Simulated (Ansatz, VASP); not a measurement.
# One calculation of C, two programs

File INCAR:

```
SYSTEM = C
ALGO = Normal
EDIFF = 1E-7
EDIFFG = -0.04
ENCUT = 1300
GGA = PE
GGA_COMPAT = .False.
IBRION = 2
ISIF = 3
ISMEAR = 0
LASPH = .True.
LCHARG = .False.
LREAL = .False.
LWAVE = .False.
NELM = 120
NELMIN = 4
NSW = 90
PREC = Accurate
SIGMA = 0.1
```

Contents of KPOINTS:

```
k-points
0
Gamma
  10 8 10
  0 0 0
```

The input POSCAR:

```
C
1.0
    1.7966886300      0.0000000000      0.0000000000
    0.0000000000      2.2282488500      0.0000000000
    0.0000000000      0.0000000000      1.8262882000
C
2
Direct
    0.5000000000      0.0000000000      0.8156311700
    0.0000000000      0.5000000000      0.1843688300
```

Input for Ansatz:

```yaml
crystal:
  lattice:
    - [1.79668863, 0.0, 0.0]
    - [0.0, 2.22824885, 0.0]
    - [0.0, 0.0, 1.8262882]
  atoms:
    - { symbol: C, position: [0.5, 0.0, 0.81563117] }
    - { symbol: C, position: [0.0, 0.5, 0.18436883] }
basis:
  ecutwfc: 420
kpoints:
  mp_grid: { grid: [10, 8, 10] }
hamiltonian:
  xc: pbe
scf:
  occupations: { method: gaussian, width: 0.1 }
  lower_state_search: "off"
output:
  forces: true
  stress: true
  eigenvalues: true
relax:
  adjacent_minimum: "off"
  f_tol: 0.04
  max_steps: 70
  cell: { stress_tol: 0.4 }
```

Alike in both runs: task relaxation of cell and atoms; functional PBE; k mesh 10 × 8 × 10; occupations gaussian, width 0.1 eV; no spin polarisation.

```csv
,VASP,Ansatz
version,VASP 6.6.1,Ansatz 0.2.0
potentials or method,"VASP PAW PBE potentials, release 64 (C_h), cutoff 1300 eV","scalar-relativistic, plane waves, PAW"
valence electrons in the cell,8,8
```

Ansatz gave:

```
gap on the k mesh at the Fermi level, each at its own relaxed structure (eV)  : none
relaxed volume (Å³/atom)                                                      : 5.73
relaxed length of the cell vector where the two differ most in proportion (Å) : 2.013
```

Question: Which values does VASP return?

Answer: gap on the k mesh at the Fermi level, each at its own relaxed structure (eV): none; relaxed volume (Å³/atom): 7.52; relaxed length of the cell vector where the two differ most in proportion (Å): 2.849.

A gap of «none» marks a metal or a gap that the smearing closes. One of these differences is far larger than is usual between the two programs; its cause wasn't traced.

Noted on VASP's run: the volume moved by over 15 % at a fixed basis, so the end points are rough.
